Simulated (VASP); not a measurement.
Write the native input for VASP 6.6.1 that does the following.

* Task: single point
* Functional: r2SCAN
* Dispersion: rVV10
* Potentials or basis: VASP PAW PBE potentials, release 64 (Ga_d, Sb)
* Cutoff: 550 eV
* k mesh: 6 × 6 × 6
* Occupations: gaussian, width 0.01 eV
* Spin: no spin polarisation
* Dipole correction: no
* Further INCAR settings: ALGO = Normal; EDIFF = 1e-06; NBANDS = 16

The system is GaSb.

```
Ga Sb
1.0
     4.31610    0.00000    0.00000
     2.15805    3.73785    0.00000
     2.15805    1.24595    3.52408
Ga Sb
1 1
Direct
  0.00000 0.00000 0.00000
  0.25000 0.25000 0.25000
```

These files were run (other wordings do the same):

POSCAR

```
GaSb
1.0
    4.3161011976      0.0000000000      0.0000000000
    2.1580505988      3.7378532825      0.0000000000
    2.1580505988      1.2459510942      3.5240818708
Ga Sb
1 1
Direct
    0.0000000000      0.0000000000      0.0000000000
    0.2500000000      0.2500000000      0.2500000000
```

INCAR.step1

```
SYSTEM = GaSb
ALGO = Normal ; EDIFF = 1E-5
ENCUT = 550 ; GGA = PE
GGA_COMPAT = .False. ; ISMEAR = 0
LASPH = .True. ; LCHARG = .False.
LREAL = .False. ; LWAVE = .True.
NBANDS = 16 ; NELM = 120
PREC = Accurate ; SIGMA = 0.01
```

INCAR.step2

```
SYSTEM = GaSb
ALGO = Normal ; BPARAM = 11.95
CPARAM = 0.0093 ; EDIFF = 1E-6
ENCUT = 550 ; GGA_COMPAT = .False.
ISIF = 2 ; ISMEAR = 0
ISTART = 1 ; IVDW_NL = 2
LASPH = .True. ; LCHARG = .False.
LMIXTAU = .True. ; LREAL = .False.
LUSE_VDW = .True. ; LWAVE = .False.
METAGGA = R2SCAN ; NBANDS = 16
NELM = 120 ; PREC = Accurate
SIGMA = 0.01
```

KPOINTS

```
k-points
0
Gamma
  6 6 6
  0 0 0
```

Potentials or basis: VASP PAW PBE potentials, release 64 (Ga_d, Sb).

Command:

```console
$ cat potpaw_PBE.64/Ga_d/POTCAR potpaw_PBE.64/Sb/POTCAR > POTCAR
$ cp INCAR.step1 INCAR
$ mpirun -np 1 vasp_std > vasp.out
$ cp INCAR.step2 INCAR
$ mpirun -np 1 vasp_std > vasp.out
```

Results of the run:

```json
{
  "Pressure": "0.2 GPa",
  "Band gap on the k mesh": "0.50 eV, direct"
}
```

Caveat: the PAW data sets were made with another functional, which shifts forces and pressure a little; spin-orbit coupling is left out, which moves the levels of the heavy elements.

It took 100 s on 1 thread of Intel Xeon 6975P-C, with other jobs on the host, peak memory 0.39 GiB.
